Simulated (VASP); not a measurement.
# Hg (Fm-3m) in VASP: a series of runs, part 3 of 3

VASP 6.6.1. The steps go on from the part before.

### Step 5. Single point, revPBE

This run uses another cell than the first one, of 108.76 Å³/atom, 1.042 times its volume.

INCAR reads:

```
  PREC = Accurate
  ENCUT = 520
  EDIFF = 1E-6
  ISMEAR = -1
  SIGMA = 0.1
  LREAL = False
  LASPH = True
  NELM = 60
  ALGO = Normal
  ISIF = 2
  LWAVE = False
  LCHARG = False
  GGA = RE
  NBANDS = 12
```

KPOINTS reads:

```
regular mesh
0
Gamma
  12 12 12
```

POSCAR reads:

```
Hg
1.0
    0.0000000000      3.7886255626      3.7886255626
    3.7886255626      0.0000000000      3.7886255626
    3.7886255626      3.7886255626      0.0000000000
Hg
1
Direct
    0.0000000000      0.0000000000      0.0000000000
```

Potentials or basis: VASP PAW PBE potentials, release 64 (Hg).

The run is started by

```console
$ cat potpaw_PBE.64/Hg/POTCAR > POTCAR
$ mpirun -np 1 vasp_std > vasp.out
```

OUTCAR:

```text
PREC = Accurate
   ENCUT = 520
   EDIFF = 1E-6
   ISMEAR = -1
   LREAL = False
   LASPH = True
   NELM = 60
   ISIF = 2
   GGA = RE

 ion  position               nearest neighbor table
   1  0.000  0.000  0.000-

  LATTYP: Found a face centered cubic cell.
 ALAT       =     7.5772511252

  Lattice vectors:

 A1 = (   0.0000000000,   3.7886255626,   3.7886255626)
 A2 = (   3.7886255626,   0.0000000000,   3.7886255626)
 A3 = (   3.7886255626,   3.7886255626,   0.0000000000)

Analysis of symmetry for initial positions (statically):
=====================================================================
 Subroutine PRICEL returns:
 Original cell was already a primitive cell.

 Routine SETGRP: Setting up the symmetry group for a
 face centered cubic supercell.

 Subroutine GETGRP returns: Found 48 space group operations
 (whereof 48 operations were pure point group operations)
 out of a pool of 48 trial point group operations.

The static configuration has the point symmetry O_h .

Analysis of symmetry for dynamics (positions and initial velocities):
=====================================================================
 Subroutine PRICEL returns:
 Original cell was already a primitive cell.

 Routine SETGRP: Setting up the symmetry group for a
 face centered cubic supercell.

 Subroutine GETGRP returns: Found 48 space group operations
 (whereof 48 operations were pure point group operations)
 out of a pool of 48 trial point group operations.

The dynamic configuration has the point symmetry O_h .

 Subroutine INISYM returns: Found 48 space group operations
 (whereof 48 operations are pure point group operations),
 and found     1 'primitive' translations

----------------------------------------------------------------------------------------

                                     Primitive cell

  volume of cell :     108.7615

[... 106 lines left out ...]
     AMIX_MAG =   1.60;   BMIX_MAG =  1.00
  volume/ion in A,a.u.               =     108.76       733.96
  Fermi-wavevector in a.u.,A,eV,Ry     =   0.785194  1.483801  8.388392  0.616529
  Thomas-Fermi vector in A             =   1.889480
   LORBIT       =      0    0 simple, 1 ext, 2 COOP (PROOUT), +10 PAW based schemes
   GGA     = RE    functional components
   LHFCALC =     F    Hartree Fock is set to
   AEXX    =    0.0000 exact exchange contribution
   IVDW    =     0    specifies the selected vdW correction
   LEPSILON=     F    determine dielectric tensor
   LRPA    =     F    only Hartree local field effects (RPA)
 non-spin polarized calculation
  energy-cutoff  :      520.00
  volume of cell :      108.76
 maximum number of plane-waves:      2954
   NGX = 19   NGY = 19   NGZ = 19

 number of electron      12.0000002 magnetization

 Free energy of the ion-electron system (eV)
  ---------------------------------------------------
  ext. energy  EPLUGINS =         0.00000000
  ---------------------------------------------------
  free energy    TOTEN  =        -0.01040832 eV

  energy without entropy =       -0.01040832  energy(sigma->0) =       -0.01040832

 E-fermi :  -2.8024     XC(G=0):  -4.2226

 val. band max:       -5.0639268484   @ k =  -0.2500   0.5000   0.2500
 cond. band min:      -0.6784652415   @ k =   0.5000   0.0000   0.0000
 fundamental gap:      4.3854616069
 Fermi energy:        -2.8024329592

 k-point     1 :       0.0000    0.0000    0.0000
  band No.  band energies     occupation
      1      -8.3487      2.00000
      2      -8.3487      2.00000
      3      -8.3487      2.00000
      4      -8.3373      2.00000
      5      -8.3373      2.00000
      6      -5.7741      2.00000
      7       2.5170      0.00000
      8       2.5170      0.00000
      9       2.5170      0.00000
     10       3.0636      0.00000
     11       6.4028      0.00000
     12       6.4028      0.00000
[... 331 lines left out ...]
 k-point    24 :      -0.4167    0.1667    0.0000
  band No.  band energies     occupation
      1      -8.3491      2.00000
      2      -8.3430      2.00000
      3      -8.3424      2.00000
      4      -8.3287      2.00000
      5      -8.3264      2.00000
      6      -5.1944      2.00000
      7      -0.4827      0.00000
      8       1.1906      0.00000
      9       1.9404      0.00000
     10       4.5094      0.00000
     11       5.3382      0.00000
     12       6.4354      0.00000

 [... further k-points ...]
[... 5 lines left out ...]
  --------------------------------------------------------------------------------------
  -------------------------------------------------------------------------------------
  Total        0.0145523      0.0145523      0.0145523     -0.0000000      0.0000000     -0.0000000
  in kB        0.2143714      0.2143714      0.2143714     -0.0000000      0.0000000     -0.0000000
  external PRESSURE =       0.2143714 kB  Pullay stress =       0.0000000 kB

 VOLUME and BASIS-vectors are now :
 -----------------------------------------------------------------------------
  energy-cutoff  :      520.00
  volume of cell :      108.76
      direct lattice vectors                 reciprocal lattice vectors
     0.000000000  3.788625563  3.788625563    -0.131973982  0.131973982  0.131973982
     3.788625563  0.000000000  3.788625563     0.131973982 -0.131973982  0.131973982
     3.788625563  3.788625563  0.000000000     0.131973982  0.131973982 -0.131973982

 POSITION                                       TOTAL-FORCE (eV/Angst)
 -----------------------------------------------------------------------------------
      0.00000      0.00000      0.00000         0.000000     -0.000000      0.000000
 -----------------------------------------------------------------------------------
    total drift:                                0.000000     -0.000000     -0.000000

  FREE ENERGIE OF THE ION-ELECTRON SYSTEM (eV)
  ---------------------------------------------------
  free  energy   TOTEN  =        -0.0104083170 eV

  energy  without entropy=       -0.0104083167  energy(sigma->0) =       -0.01040832
```

OSZICAR:

```text
N       E                     dE             d eps       ncg     rms          rms(c)
DAV:   1     0.700499658203E+02    0.70050E+02   -0.45867E+03  1728   0.761E+02
DAV:   2     0.255305890723E+01   -0.67497E+02   -0.61975E+02  1884   0.183E+02
DAV:   3    -0.439549832845E-02   -0.25575E+01   -0.25541E+01  2024   0.374E+01
DAV:   4    -0.106577691520E-01   -0.62623E-02   -0.62621E-02  1924   0.238E+00
DAV:   5    -0.106793051361E-01   -0.21536E-04   -0.21536E-04  2096   0.119E-01    0.175E-01
DAV:   6    -0.104048936325E-01    0.27441E-03   -0.97937E-04  1964   0.291E-01    0.346E-02
DAV:   7    -0.104048465009E-01    0.47132E-07   -0.86672E-05  1896   0.786E-02    0.237E-02
DAV:   8    -0.104081249397E-01   -0.32784E-05   -0.18162E-05  1824   0.485E-02    0.337E-03
DAV:   9    -0.104083169931E-01   -0.19205E-06   -0.28476E-07  2028   0.375E-03
   1 F= -.10408317E-01 E0= -.10408317E-01  d E =-.320544E-09
```

It took 35 s on 1 thread of Intel Xeon Platinum 8488C (Sapphire Rapids), shared host; peak memory 0.28 GiB.

What came out:

- Free energy: -0.0104 eV
- Pressure: 0.0 GPa
- Band gap on the k mesh: 4.39 eV, indirect (least direct gap 4.57 eV)

Levels at points of the mesh, in eV from the valence-band top:
| k point | band 2 | band 3 | band 4 | band 5 | band 6 | band 7 | band 8 | band 9 | band 10 | band 11 |
| --- | --- | --- | --- | --- | --- | --- | --- | --- | --- | --- |
| (0.00, 0.00, 0.00) | -3.28 | -3.28 | -3.27 | -3.27 | -0.71 | 7.58 | 7.58 | 7.58 | 8.13 | 11.47 |
| (0.50, 0.00, 0.00) | -3.28 | -3.28 | -3.26 | -3.26 | -0.18 | 4.39 | 7.18 | 7.18 | 8.99 | 10.99 |
| (0.50, 0.50, 0.00) | -3.29 | -3.26 | -3.26 | -3.26 | -0.01 | 4.69 | 6.32 | 6.32 | 8.25 | 9.21 |

Caveat: the PAW data sets were made with another functional, which shifts forces and pressure a little; spin-orbit coupling is left out, which moves the levels of the heavy elements.

### Step 6. Overview

| task | cell | k mesh | cutoff (eV) | gap on the mesh (eV) | pressure (GPa) |
| --- | --- | --- | --- | --- | --- |
| single point | a = 5.286 Å, angles 60.0°, 1 atom | 8 × 8 × 8 | 520 | 4.33 | 0.0 |
| single point | a = 5.358 Å, angles 60.0°, 1 atom | 8 × 8 × 8 | 520 | 4.39 | 0.0 |
| relaxation of cell and atoms | relaxed from a = 3.195 Å, angles 60.0°, 1 atom | 12 × 12 × 12 | 600 | 2.60 | 0.0 |
| single point | a = 5.358 Å, angles 60.0°, 1 atom | 12 × 12 × 12 | 520 | 4.39 | 0.0 |

Alike in all rows: level revPBE; potentials or basis VASP PAW PBE potentials, release 64 (Hg); no spin polarisation; smearing fermi-dirac 0.1 eV.

Caveats: the PAW data sets were made with another functional, which shifts forces and pressure a little; spin-orbit coupling is left out, which moves the levels of the heavy elements; the volume moved by over 15 % at a fixed basis, so the end points are rough (some runs).

Absolute energies hang on the potentials; compare differences alone.
